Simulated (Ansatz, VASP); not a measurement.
**One calculation of LiF, two programs**

Contents of INCAR:

```
SYSTEM = LiF
PREC = Accurate ; ENCUT = 520
EDIFF = 1E-7 ; ISMEAR = 0
SIGMA = 0.05 ; LREAL = .FALSE.
LASPH = .TRUE. ; NELM = 100
ALGO = Normal ; ISIF = 2
LWAVE = .FALSE. ; LCHARG = .FALSE.
GGA = CA ; NBANDS = 18
```

The input KPOINTS:

```
regular mesh
0
G
  9 9 6
  0 0 0
```

POSCAR

```
LiF
1.0
    2.9533413869      0.0000000000      0.0000000000
   -1.4766706934      2.5576686671      0.0000000000
    0.0000000000      0.0000000000      4.9043187070
Li F
2 2
Direct
    0.3333333333      0.6666666667      0.4120529761
    0.6666666667      0.3333333333      0.9120529761
    0.3333333333      0.6666666667      0.9910195924
    0.6666666667      0.3333333333      0.4910195924
```

Input for Ansatz:

```yaml
crystal:
  lattice:
    - [2.9533413869, 0.0, 0.0]
    - [-1.4766706934, 2.5576686671, 0.0]
    - [0.0, 0.0, 4.904318707]
  atoms:
    - { symbol: Li, position: [0.3333333333, 0.6666666667, 0.4120529761] }
    - { symbol: Li, position: [0.6666666667, 0.3333333333, 0.9120529761] }
    - { symbol: F, position: [0.3333333333, 0.6666666667, 0.9910195924] }
    - { symbol: F, position: [0.6666666667, 0.3333333333, 0.4910195924] }
basis:
  ecutwfc: 520.0
kpoints:
  mp_grid: { grid: [9, 9, 6] }
hamiltonian:
  xc: lda
scf:
  occupations: { method: gaussian, width: 0.05 }
output:
  forces: true
  stress: true
  eigenvalues: true
```

Alike in both runs: task single point; functional LDA; k mesh 9 × 9 × 6; occupations gaussian, width 0.05 eV; no spin polarisation.

|  | VASP | Ansatz |
| --- | --- | --- |
| version | VASP 6.6.1 | Ansatz 0.2.0 |
| potentials or method | VASP PAW LDA potentials, release 64 (Li_sv, F), cutoff 520 eV | scalar-relativistic, plane waves, PAW |
| valence electrons in the cell | 20 | 20 |

|  | VASP | Ansatz | Ansatz less VASP |
| --- | --- | --- | --- |
| gap on the k mesh at the Fermi level (eV) | 7.75 | 7.77 | +0.017 |
| least direct gap on the mesh (eV) | 7.75 | 7.77 | +0.017 |
| rms of the force components (eV/Å) | 0.261 | 0.257 | -0.0033 |

LDA's correlation is that of Perdew and Zunger in VASP and of Perdew and Wang (1992) in Ansatz. Atom by atom the forces differ by 0.003 eV/Å (rms over components).

Noted on VASP's run: the cutoff is under 1.25 times that of the potentials, so the pressure is a little rough.
